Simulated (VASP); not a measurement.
# EuOs3 (Cmmm) in VASP: single point with PBE

Aim: the single point of EuOs3 with PBE.

Program: VASP 6.6.1. These are calculated values, not measurements. Logs are shortened: lines on timing, memory, paths and dates and some standing lists are left out, and cuts for length are marked.

## (1) The cell of the first run

It takes space group Cmmm (No. 65, orthorhombic). Conventional cell: a = 5.718 Å, b = 5.775 Å, c = 4.063 Å, α = 90.00°, β = 90.00°, γ = 90.00°. Eu (site symmetry mmm) has 12 Os at 2.86 to 2.89 Å within 3.8 Å. Os (site symmetry 2/m) has 8 Os at 2.86 to 2.89 Å and 4 Eu at 2.87 Å within 3.8 Å. Os (site symmetry mmm) has 4 Eu at 2.86 to 2.89 Å and 8 Os at 2.87 Å within 3.8 Å.

## (2) Single point, PBE, collinear spin, ferromagnetic start

Contents of INCAR:

```
PREC = Accurate ; ENCUT = 520
EDIFF = 1E-6 ; ISMEAR = 0
SIGMA = 0.05 ; LREAL = False
LASPH = True ; NELM = 150
ALGO = Normal ; ISIF = 2
LWAVE = False ; LCHARG = False
ISPIN = 2 ; MAGMOM = 6.73 0 0 0
LORBIT = 11 ; LMAXMIX = 6
GGA = PE ; NBANDS = 32
```

Contents of KPOINTS:

```
regular mesh
0
Gamma
  8 8 8
```

Contents of POSCAR:

```
EuOs3
1.0
    4.0634282070      0.0203171410      0.0000000000
    0.0203171410      4.0634282070      0.0000000000
    0.0000000000      0.0000000000      4.0634282070
Eu Os
1 3
Direct
    0.0000000000      0.0000000000      0.0000000000
    0.0000000000      0.5000000000      0.5000000000
    0.5000000000      0.5000000000      0.0000000000
    0.5000000000      0.0000000000      0.5000000000
```

Potentials or basis: VASP PAW PBE potentials, release 64 (Eu, Os).

Launch:

```bash
$ cat potpaw_PBE.64/Eu/POTCAR potpaw_PBE.64/Os/POTCAR > POTCAR
$ mpirun -np 1 vasp_std > vasp.out
```

OUTCAR:

```text
PREC = Accurate
   ENCUT = 520
   EDIFF = 1E-6
   ISMEAR = 0
   LREAL = False
   LASPH = True
   NELM = 150
   ISIF = 2
   ISPIN = 2
   LORBIT = 11
   GGA = PE

 ion  position               nearest neighbor table
   1  0.000  0.000  0.000-   3 2.86   3 2.86   2 2.87   4 2.87   2 2.87   2 2.87   2 2.87   4 2.87
                             4 2.87   4 2.87   3 2.89   3 2.89
   2  0.000  0.500  0.500-   4 2.86   4 2.86   1 2.87   3 2.87   1 2.87   1 2.87   1 2.87   3 2.87
                             3 2.87   3 2.87   4 2.89   4 2.89
   3  0.500  0.500  0.000-   1 2.86   1 2.86   2 2.87   4 2.87   2 2.87   4 2.87   4 2.87   4 2.87
                             2 2.87   2 2.87   1 2.89   1 2.89
   4  0.500  0.000  0.500-   2 2.86   2 2.86   1 2.87   3 2.87   1 2.87   3 2.87   3 2.87   1 2.87
                             3 2.87   1 2.87   2 2.89   2 2.89

  LATTYP: Found a base centered orthorhombic cell.
 ALAT       =     5.7178225037
 B/A-ratio  =     1.0100502512
 C/A-ratio  =     0.7106600816

  Lattice vectors:

 A1 = (  -0.0203171410,  -4.0634282070,   0.0000000000)
 A2 = (   4.0634282070,   0.0203171410,   0.0000000000)
 A3 = (   0.0000000000,   0.0000000000,   4.0634282070)

Analysis of symmetry for initial positions (statically):
=====================================================================
 Subroutine PRICEL returns:
 Original cell was already a primitive cell.

 Routine SETGRP: Setting up the symmetry group for a
 base centered orthorhombic supercell.

 Subroutine GETGRP returns: Found  8 space group operations
 (whereof  8 operations were pure point group operations)
 out of a pool of  8 trial point group operations.

The static configuration has the point symmetry D_2h.

Analysis of symmetry for dynamics (positions and initial velocities):
=====================================================================
 Subroutine PRICEL returns:
 Original cell was already a primitive cell.

 Routine SETGRP: Setting up the symmetry group for a
 base centered orthorhombic supercell.

 Subroutine GETGRP returns: Found  8 space group operations
 (whereof  8 operations were pure point group operations)
 out of a pool of  8 trial point group operations.

The dynamic configuration has the point symmetry D_2h.

Analysis of structural, dynamic, and magnetic symmetry:
=====================================================================
 Subroutine PRICEL returns:
 Original cell was already a primitive cell.

 Routine SETGRP: Setting up the symmetry group for a
 base centered orthorhombic supercell.

 Subroutine GETGRP returns: Found  8 space group operations
 (whereof  8 operations were pure point group operations)
 out of a pool of  8 trial point group operations.

The overall configuration has the point symmetry D_2h.

 Subroutine INISYM returns: Found  8 space group operations
 (whereof  8 operations are pure point group operations),
 and found     1 'primitive' translations

----------------------------------------------------------------------------------------

                                     Primitive cell

  volume of cell :      67.0914

  direct lattice vectors                    reciprocal lattice vectors
     4.063428207  0.020317141  0.000000000     0.246103770 -0.001230519  0.000000000
     0.020317141  4.063428207  0.000000000    -0.001230519  0.246103770  0.000000000
     0.000000000  0.000000000  4.063428207     0.000000000  0.000000000  0.246097617

  length of vectors
     4.063479000  4.063479000  4.063428207     0.246106846  0.246106846  0.246097617

  position of ions in fractional coordinates (direct lattice)
     0.000000000  0.000000000  0.000000000
     1.000000000  0.500000000  0.500000000
     0.500000000  0.500000000  0.000000000
     0.500000000  1.000000000  0.500000000

  ion indices of the primitive-cell ions
   primitive index   ion index
                 1           1
                 2           2
                 3           3
                 4           4

----------------------------------------------------------------------------------------

 KPOINTS: regular mesh

Automatic generation of k-mesh.
 Grid dimensions read from file:
 generate k-points for:    8    8    8

 Generating k-lattice:

  Cartesian coordinates                     Fractional coordinates (reciprocal lattice)
     0.030762971 -0.000153815  0.000000000     0.125000000 -0.000000000  0.000000000
    -0.000153815  0.030762971  0.000000000    -0.000000000  0.125000000  0.000000000
     0.000000000  0.000000000  0.030762202     0.000000000  0.000000000  0.125000000

  Length of vectors
     0.030763356  0.030763356  0.030762202

  Shift w.r.t. Gamma in fractional coordinates (k-lattice)
     0.000000000  0.000000000  0.000000000

 Subroutine IBZKPT returns following result:
 ===========================================

 Found    105 irreducible k-points:

 Following reciprocal coordinates:
            Coordinates               Weight
  0.000000  0.000000  0.000000      1.000000
  0.125000 -0.000000  0.000000      4.000000
  0.250000 -0.000000  0.000000      4.000000
  0.375000 -0.000000  0.000000      4.000000
  0.500000 -0.000000  0.000000      2.000000
  0.125000  0.125000  0.000000      2.000000
[... 16 lines left out ...]
  0.125000 -0.000000  0.125000      8.000000
  0.250000 -0.000000  0.125000      8.000000
 [... further k-points ...]
   k-points           NKPTS =    105   k-points in BZ     NKDIM =    105   number of bands    NBANDS=     32
   number of dos      NEDOS =    301   number of ions     NIONS =      4
   total plane-waves  NPLWV =  27000
   dimension x,y,z NGX =    30 NGY =   30 NGZ =   30
   dimension x,y,z NGXF=    60 NGYF=   60 NGZF=   60
   ions per type =               1   3
   NGX,Y,Z   is equivalent  to a cutoff of  12.27, 12.27, 12.27 a.u.
   NGXF,Y,Z  is equivalent  to a cutoff of  24.55, 24.55, 24.55 a.u.
 SYSTEM =  unknown system
   PREC   = accura    normal or accurate (medium, high low for compatibility)
   ISTART =      0    job   : 0-new  1-cont  2-samecut
   ICHARG =      2    charge: 1-file 2-atom 10-const
   ISPIN  =      2    spin polarized calculation?
   LNONCOLLINEAR =      F non collinear calculations
   LSORBIT =      F    spin-orbit coupling
   LASPH  =      T    aspherical Exc in radial PAW
   ENCUT  =  520.0 eV  38.22 Ry    6.18 a.u.   7.56  7.56  7.56*2*pi/ulx,y,z
   NELM   =    150;   NELMIN=  2; NELMDL= -5     # of ELM steps
   EDIFF  = 0.1E-05   stopping-criterion for ELM
   LREAL  =      F    real-space projection
   EDIFFG = 0.1E-04   stopping-criterion for IOM
   NSW    =      0    number of steps for IOM
   IBRION =     -1    ionic relax: 0-MD 1-quasi-New 2-CG
   NFREE  =      0    steps in history (QN), initial steepest desc. (CG)
   ISIF   =      2    stress and relaxation
   ISYM   =      2    0-nonsym 1-usesym 2-fastsym
   POTIM  = 0.5000    time-step for ionic-motion
   TEBEG  =    0.0;   TEEND  =   0.0 temperature during run
   PSTRESS=    0.0 pullay stress
   NELECT =      41.0000    total number of electrons
   NUPDOWN=      -1.0000    fix difference up-down
   EMIN   =  10.00;   EMAX   =-10.00  energy-range for DOS
   EFERMI =   0.00;   METHOD = LEGACY
   ISMEAR =     0;   SIGMA  =   0.05  broadening in eV -4-tet -1-fermi 0-gaus
   EFERMI_NEDOS =   21; number of points for ismear=-14 and -15
   IALGO  =     38    algorithm
   IMIX   =      4    mixing-type and parameters
     AMIX     =   0.40;   BMIX     =  1.00
     AMIX_MAG =   1.60;   BMIX_MAG =  1.00
  volume/ion in A,a.u.               =      16.77       113.19
  Fermi-wavevector in a.u.,A,eV,Ry     =   1.389250  2.625302 26.259465  1.930016
  Thomas-Fermi vector in A             =   2.513299
   LORBIT       =     11    0 simple, 1 ext, 2 COOP (PROOUT), +10 PAW based schemes
   GGA     = PE    functional components
   LHFCALC =     F    Hartree Fock is set to
   AEXX    =    0.0000 exact exchange contribution
   IVDW    =     0    specifies the selected vdW correction
   LEPSILON=     F    determine dielectric tensor
   LRPA    =     F    only Hartree local field effects (RPA)
 spin polarized calculation
 Gauss-broadening in eV      SIGMA  =   0.05
  energy-cutoff  :      520.00
  volume of cell :       67.09
 maximum number of plane-waves:      1840
   NGX = 15   NGY = 15   NGZ = 15

 number of electron      41.0000009 magnetization       1.0624967

 number of electron      41.0000000 magnetization      -5.3967235

 Free energy of the ion-electron system (eV)
  ---------------------------------------------------
  ext. energy  EPLUGINS =         0.00000000
  ---------------------------------------------------
  free energy    TOTEN  =       -42.34782171 eV

  energy without entropy =      -42.34134771  energy(sigma->0) =      -42.34458471

 E-fermi :   6.4768     XC(G=0): -13.0996

 val. band max:        6.4765832479   @ k =   0.3750   0.2500   0.1250
 cond. band min:       6.4823562288   @ k =   0.3750   0.1250   0.2500
 fundamental gap:      0.0057729809
 Fermi energy:         6.4768473841

 spin component 1

 k-point     1 :       0.0000    0.0000    0.0000
  band No.  band energies     occupation
      1     -31.2259      1.00000
      2     -10.7276      1.00000
      3     -10.7202      1.00000
      4     -10.7126      1.00000
      5      -1.4859      1.00000
      6       1.2528      1.00000
[... 24 lines left out ...]
     31      12.8460      0.00000
     32      12.8494      0.00000

 k-point     2 :       0.1250   -0.0000    0.0000
  band No.  band energies     occupation
      1     -31.2227      1.00000
      2     -10.7977      1.00000
      3     -10.7327      1.00000
      4     -10.7317      1.00000
      5      -1.2468      1.00000
      6       1.4169      1.00000
[... 24 lines left out ...]
     31      12.7542      0.00000
     32      13.3780      0.00000
[... 733 lines left out ...]
     31      12.7033      0.00000
     32      13.6830      0.00000

 k-point    24 :       0.2500   -0.0000    0.1250
  band No.  band energies     occupation
      1     -31.2126      1.00000
      2     -10.9780      1.00000
      3     -10.8095      1.00000
      4     -10.7735      1.00000
      5      -0.3965      1.00000
      6       1.9353      1.00000
[... 24 lines left out ...]
     31      12.1754      0.00000
     32      13.6915      0.00000

 [... further k-points ...]

 spin component 2

 k-point     1 :       0.0000    0.0000    0.0000
  band No.  band energies     occupation
      1     -33.9912      1.00000
      2     -12.6695      1.00000
      3     -12.6632      1.00000
      4     -12.6569      1.00000
      5      -1.5468      1.00000
      6       1.2383      1.00000
[... 24 lines left out ...]
     31      12.5851      0.00000
     32      12.5884      0.00000

 k-point     2 :       0.1250   -0.0000    0.0000
  band No.  band energies     occupation
      1     -33.9888      1.00000
      2     -12.7195      1.00000
      3     -12.6720      1.00000
      4     -12.6710      1.00000
      5      -1.3145      1.00000
      6       1.3947      1.00000
[... 24 lines left out ...]
     31      12.4628      0.00000
     32      12.9423      0.00000
[... 733 lines left out ...]
     31      12.2673      0.00000
     32      13.1753      0.00000

 k-point    24 :       0.2500   -0.0000    0.1250
  band No.  band energies     occupation
      1     -33.9813      1.00000
      2     -12.8514      1.00000
      3     -12.7280      1.00000
      4     -12.7006      1.00000
      5      -0.4752      1.00000
      6       1.9059      1.00000
[... 24 lines left out ...]
     31      11.7389      0.00000
     32      13.0433      0.00000

 [... further k-points ...]

------------------------ aborting loop because EDIFF is reached ----------------------------------------

  FORCE on cell =-STRESS in cart. coord.  units (eV):
  Direction    XX          YY          ZZ          XY          YZ          ZX
  --------------------------------------------------------------------------------------
  -------------------------------------------------------------------------------------
  Total        0.3519984      0.3519984      0.3626900     -0.3779873      0.0000000      0.0000000
  in kB        8.4059015      8.4059015      8.6612237     -9.0265300      0.0000000      0.0000000
  external PRESSURE =       8.4910089 kB  Pullay stress =       0.0000000 kB

 VOLUME and BASIS-vectors are now :
 -----------------------------------------------------------------------------
  energy-cutoff  :      520.00
  volume of cell :       67.09
      direct lattice vectors                 reciprocal lattice vectors
     4.063428207  0.020317141  0.000000000     0.246103770 -0.001230519  0.000000000
     0.020317141  4.063428207  0.000000000    -0.001230519  0.246103770  0.000000000
     0.000000000  0.000000000  4.063428207     0.000000000  0.000000000  0.246097617

 POSITION                                       TOTAL-FORCE (eV/Angst)
 -----------------------------------------------------------------------------------
      0.00000      0.00000      0.00000         0.000000      0.000000      0.000000
      0.01016      2.03171      2.03171         0.000000      0.000000      0.000000
      2.04187      2.04187      0.00000        -0.000000      0.000000      0.000000
      2.03171      0.01016      2.03171         0.000000      0.000000      0.000000
 -----------------------------------------------------------------------------------
    total drift:                                0.000000      0.000000     -0.000000

  FREE ENERGIE OF THE ION-ELECTRON SYSTEM (eV)
  ---------------------------------------------------
  free  energy   TOTEN  =       -42.3478217066 eV

  energy  without entropy=      -42.3413477053  energy(sigma->0) =      -42.34458471

 total charge

# of ion       s       p       d       f       tot
--------------------------------------------------
    1        2.092   5.749   0.899   6.281  15.021
    2        0.653   0.478   5.987   0.000   7.118
    3        0.653   0.477   5.988   0.000   7.118
    4        0.653   0.478   5.987   0.000   7.118
--------------------------------------------------
tot          4.052   7.181  18.861   6.281  36.376

 magnetization (x)

# of ion       s       p       d       f       tot
--------------------------------------------------
    1       -0.002   0.087  -0.119  -6.036  -6.069
    2        0.005  -0.019   0.309   0.000   0.296
    3        0.005  -0.019   0.312   0.000   0.299
    4        0.005  -0.019   0.309   0.000   0.296
--------------------------------------------------
tot          0.014   0.032   0.811  -6.036  -5.178
```

It took 29 min on 1 thread of AMD EPYC 7R13, shared host; peak memory 0.48 GiB.

Results:

```
Free energy                                           : -42.3478 eV
Pressure                                              : 0.8 GPa
Net moment                                            : -5.40 μB per cell
Site moments                                          : Eu -6.07; Os +0.30 μB
Valence electrons inside the program's atomic spheres : Eu 15.02; Os 7.12
```

Caveat: spin-orbit coupling is left out, which moves the levels of the heavy elements; semilocal functionals describe open f shells poorly, which spoils levels, moments and volumes. The state reached can hang on the start; a lower one may exist.
